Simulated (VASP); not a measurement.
Ir, 1 atom in the cell. Symmetry: Pm-3m, No. 221, cubic system. The conventional cell has a = 2.651 Å, b = 2.651 Å, c = 2.651 Å, α = 90.00°, β = 90.00°, γ = 90.00°. Within 3.5 Å of Ir (site symmetry m-3m) lie 6 Ir at 2.65 Å. This isn't the form of Ir at room conditions, which is fcc.

```yaml
Program: VASP 6.6.1
Task: single point
Functional: r2SCAN
Potentials_or_basis: VASP PAW PBE potentials, release 64 (Ir)
Cutoff: 520 eV
k_mesh: 20 × 20 × 20
Occupations: fermi-dirac, width 0.05 eV
Spin: collinear spin
Starting_moments: "[1.0] μB"
Dipole_correction: no
Further_INCAR_settings: ALGO = Normal; EDIFF = 1e-07; NBANDS = 14
```

Potentials or basis: VASP PAW PBE potentials, release 64 (Ir).

Command:

```console
$ cat potpaw_PBE.64/Ir/POTCAR > POTCAR
$ cp INCAR.step1 INCAR
$ mpirun -np 1 vasp_std > vasp.out
$ cp INCAR.step2 INCAR
$ mpirun -np 1 vasp_std > vasp.out
```

Hardware: 1 thread of Intel(R) Xeon(R) Platinum 8488C (Sapphire Rapids) (shared host).

Question: Estimate the wall time of this run.

Answer: Run time: 3.5 min on 1 thread of Intel(R) Xeon(R) Platinum 8488C (Sapphire Rapids), on a shared host, peak memory 0.23 GiB. Counts: k points 286.
